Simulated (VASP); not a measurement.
# IrO (P4/mmm) in VASP: notebook, part 2 of 2

VASP 6.6.1.

### 4 Relaxation of cell and atoms, PBE, collinear spin, ferrimagnetic start

Contents of INCAR:

```
  ALGO = Normal
  EDIFF = 1E-7
  EDIFFG = -0.04
  ENCUT = 600
  GGA = PE
  IBRION = 2
  ISIF = 3
  ISMEAR = 0
  ISPIN = 2
  LASPH = T
  LCHARG = F
  LMAXMIX = 4
  LORBIT = 11
  LREAL = F
  LWAVE = F
  MAGMOM = 1 -1 -1 0 0 0
  NELM = 150
  NSW = 90
  PREC = Accurate
  SIGMA = 0.1
```

Contents of KPOINTS:

```
k-points
0
Gamma
  4 4 4
```

Contents of POSCAR:

```
IrO
1.0
    4.0762882100      0.0000000000      0.0000000000
    0.0000000000      4.0762882100      0.0000000000
    0.0000000000      0.0000000000      4.0121020000
Ir O
3 3
Direct
    0.5000000000      0.5000000000      0.5000000000
    0.5000000000      0.0000000000      0.0000000000
    0.0000000000      0.5000000000      0.0000000000
    0.0000000000      0.0000000000      0.5000000000
    0.5000000000      0.0000000000      0.5000000000
    0.0000000000      0.5000000000      0.5000000000
```

Command:

```
> cat potpaw_PBE.64/Ir/POTCAR potpaw_PBE.64/O/POTCAR > POTCAR
> mpirun -np 1 vasp_std > vasp.out
```

Wall time 7.9 min (1 thread of Intel Xeon 6975P-C (Granite Rapids), shared host); peak memory 0.27 GiB.

It converged, with:

| Quantity | Value |
| --- | --- |
| Free energy | -35.5441 eV |
| Relaxed volume | 12.48 Å³/atom |
| Relaxed cell | a = 4.405 Å, b = 4.405 Å, c = 3.858 Å, α = 90.00°, β = 90.00°, γ = 90.00° |
| Space group after relaxing (to 0.05 Å) | P4/mmm (No. 123) |
| Energy gained by relaxing | 120.8 meV/atom |
| Ionic steps | 14 |
| Pressure after relaxing | 0.0 GPa |
| Net moment | -2.59 μB per cell |
| Site moments | Ir -0.05, -0.36; O -1.23, -0.18 μB |
| Valence electrons inside the program's atomic spheres | Ir 7.90, 8.02; O 4.72, 4.96 |

The path:
```tsv
step	energy change (eV)	largest force (eV/Å)	pressure (GPa)	volume (Å³)
1	0.0000	0.0000	18.77	66.67
2	-0.0753	0.0000	-15.95	80.02
3	-0.4435	0.0000	-3.95	73.50
4	-0.4550	0.0000	-1.33	72.47
5	-0.4553	0.0000	-0.87	72.30
6	-0.6007	0.0000	0.35	72.83
7	-0.6979	0.0000	1.81	73.30
8	-0.5296	0.0000	10.33	74.00
9	-0.7118	0.0000	2.84	73.47
10	-0.7122	0.0000	3.35	73.53
11	-0.6906	0.0000	-3.97	77.24
12	-0.7236	0.0000	0.44	74.85
13	-0.7239	0.0000	-0.44	74.87
14	-0.7245	0.0000	-0.05	74.86
```

Final structure:
```yaml
crystal:
  lattice:
    - [4.40496, 0.00000, 0.00000]
    - [0.00000, 4.40496, 0.00000]
    - [0.00000, 0.00000, 3.85805]
  atoms:
    - { symbol: Ir, position: [0.50000, 0.50000, 0.50000] }
    - { symbol: Ir, position: [0.50000, 0.00000, 0.00000] }
    - { symbol: Ir, position: [0.00000, 0.50000, 0.00000] }
    - { symbol: O, position: [0.00000, 0.00000, 0.50000] }
    - { symbol: O, position: [0.50000, 0.00000, 0.50000] }
    - { symbol: O, position: [0.00000, 0.50000, 0.50000] }
```

Levels at points of the mesh, in eV from the Fermi level:
Spin up:
```tsv
k point	band 18	band 19	band 20	band 21	band 22	band 23	band 24	band 25
(0.00, 0.00, 0.00)	-1.30	-0.94	-0.93	0.16	0.52	0.55	0.55	0.78
(0.50, 0.00, 0.00)	-1.95	-1.54	-1.37	-1.27	-0.71	0.11	0.36	0.54
(0.50, 0.50, 0.00)	-1.49	-1.49	-1.34	-0.33	-0.19	-0.19	0.41	0.57
(0.00, 0.00, 0.50)	-0.31	-0.27	-0.27	0.36	0.36	0.53	0.91	0.97
(0.50, 0.00, 0.50)	-0.97	-0.85	-0.51	-0.10	0.21	0.60	0.60	1.32
(0.50, 0.50, 0.50)	-0.89	-0.40	-0.18	0.23	0.23	0.55	0.96	1.46
```
Spin down:
```tsv
k point	band 21	band 22	band 23	band 24	band 25	band 26	band 27	band 28
(0.00, 0.00, 0.00)	-0.80	-0.80	-0.26	0.30	0.41	0.41	0.58	1.56
(0.50, 0.00, 0.00)	-1.39	-1.22	-0.92	-0.84	-0.42	0.40	1.01	2.11
(0.50, 0.50, 0.00)	-1.29	-1.29	-1.11	-0.57	0.19	0.19	2.50	3.52
(0.00, 0.00, 0.50)	-0.68	-0.33	-0.33	0.31	0.48	0.48	0.90	2.52
(0.50, 0.00, 0.50)	-0.76	-0.53	-0.31	0.19	0.41	1.16	1.32	4.78
(0.50, 0.50, 0.50)	-0.04	-0.04	0.11	0.56	1.32	1.96	1.96	2.58
```

Caveat: the k points lie up to 0.41 Å⁻¹ apart in the final cell; spin-orbit coupling is left out, which moves the levels of the heavy elements.

### 5 Single point, PBE, collinear spin

This run uses another cell than the first one, of 12.64 Å³/atom, 1.137 times its volume.

Contents of INCAR:

```
SYSTEM = IrO
PREC = Accurate
ENCUT = 520
EDIFF = 1E-7
ISMEAR = 0
SIGMA = 0.1
LREAL = .False.
LASPH = .True.
NELM = 150
ALGO = Normal
ISIF = 2
LWAVE = .False.
LCHARG = .False.
ISPIN = 2
MAGMOM = 0 -0.18 -0.18 0 0 0
LORBIT = 11
LMAXMIX = 4
GGA = PE
NBANDS = 36
```

Contents of KPOINTS:

```
Automatic mesh
0
Gamma
  10 10 10
  0 0 0
```

POSCAR, as its differences from that of step 4:

```diff
@@ -2,5 +2,5 @@
 1.0
-    4.0762882100      0.0000000000      0.0000000000
-    0.0000000000      4.0762882100      0.0000000000
-    0.0000000000      0.0000000000      4.0121020000
+    4.4700074210      0.0000000000      0.0000000000
+    0.0000000000      4.4700074210      0.0000000000
+    0.0000000000      0.0000000000      3.7943048898
 Ir O
```

Command:

```
> cat potpaw_PBE.64/Ir/POTCAR potpaw_PBE.64/O/POTCAR > POTCAR
> mpirun -np 1 vasp_std > vasp.out
```

Run time: 27 min. Hardware: 1 thread of AMD EPYC 7R13, shared host; peak memory 0.53 GiB.

The run converged. Its results:

| Quantity | Value |
| --- | --- |
| Free energy | -35.1413 eV |
| Pressure | -0.8 GPa |
| Net moment | 0.00 μB per cell |
| Valence electrons inside the program's atomic spheres | Ir 7.87, 8.06; O 4.74, 4.95 |

Stress tensor (GPa, compression positive):
```
-2.45  0.00  0.00
 0.00 -2.45  0.00
 0.00  0.00  2.49
```

Levels at points of the mesh, in eV from the Fermi level:
Spin up:
| k point | band 20 | band 21 | band 22 | band 23 | band 24 | band 25 |
| --- | --- | --- | --- | --- | --- | --- |
| (0.00, 0.00, 0.00) | -1.06 | -0.16 | 0.21 | 0.22 | 0.22 | 0.38 |
| (0.50, 0.00, 0.00) | -1.53 | -1.46 | -0.79 | -0.43 | -0.11 | 0.30 |
| (0.50, 0.50, 0.00) | -1.62 | -0.66 | -0.64 | -0.64 | -0.18 | 0.30 |
| (0.00, 0.00, 0.50) | -0.40 | 0.00 | 0.00 | 0.22 | 0.39 | 0.70 |
| (0.50, 0.00, 0.50) | -0.80 | -0.27 | -0.13 | 0.23 | 0.45 | 0.75 |
| (0.50, 0.50, 0.50) | -0.26 | 0.04 | 0.04 | 0.32 | 0.76 | 1.33 |
Spin down:
| k point | band 20 | band 21 | band 22 | band 23 | band 24 | band 25 |
| --- | --- | --- | --- | --- | --- | --- |
| (0.00, 0.00, 0.00) | -1.07 | -0.16 | 0.20 | 0.23 | 0.23 | 0.38 |
| (0.50, 0.00, 0.00) | -1.53 | -1.46 | -0.79 | -0.43 | -0.11 | 0.30 |
| (0.50, 0.50, 0.00) | -1.62 | -0.66 | -0.64 | -0.64 | -0.18 | 0.30 |
| (0.00, 0.00, 0.50) | -0.40 | 0.00 | 0.00 | 0.22 | 0.39 | 0.70 |
| (0.50, 0.00, 0.50) | -0.80 | -0.26 | -0.13 | 0.23 | 0.45 | 0.75 |
| (0.50, 0.50, 0.50) | -0.26 | 0.04 | 0.04 | 0.32 | 0.76 | 1.32 |

Caveat: spin-orbit coupling is left out, which moves the levels of the heavy elements.

### 6 Overview

```tsv
task	spin	cell	k mesh	cutoff (eV)	gap on the mesh (eV)	pressure (GPa)	moment (μB)
single point	collinear, ferrimagnetic start	a = 4.076, b = 4.076, c = 4.012 Å, 6 atoms	4 × 4 × 4	520	none	18.7	0.00
single point	collinear, ferrimagnetic start	a = 4.349, b = 4.349, c = 3.870 Å, 6 atoms	4 × 4 × 4	520	none	1.2	0.00
relaxation of cell and atoms	collinear, ferrimagnetic start	relaxed from a = 4.076, b = 4.076, c = 4.012 Å, 6 atoms	4 × 4 × 4	600	none	0.0	2.59
single point	collinear	a = 4.470, b = 4.470, c = 3.794 Å, 6 atoms	10 × 10 × 10	520	none	-0.8	0.00
```

Alike in all rows: level PBE; potentials or basis VASP PAW PBE potentials, release 64 (Ir, O); smearing gaussian 0.1 eV.

Caveats: some runs use coarse meshes; spin-orbit coupling is left out, which moves the levels of the heavy elements.

Absolute energies hang on the potentials; compare differences alone.
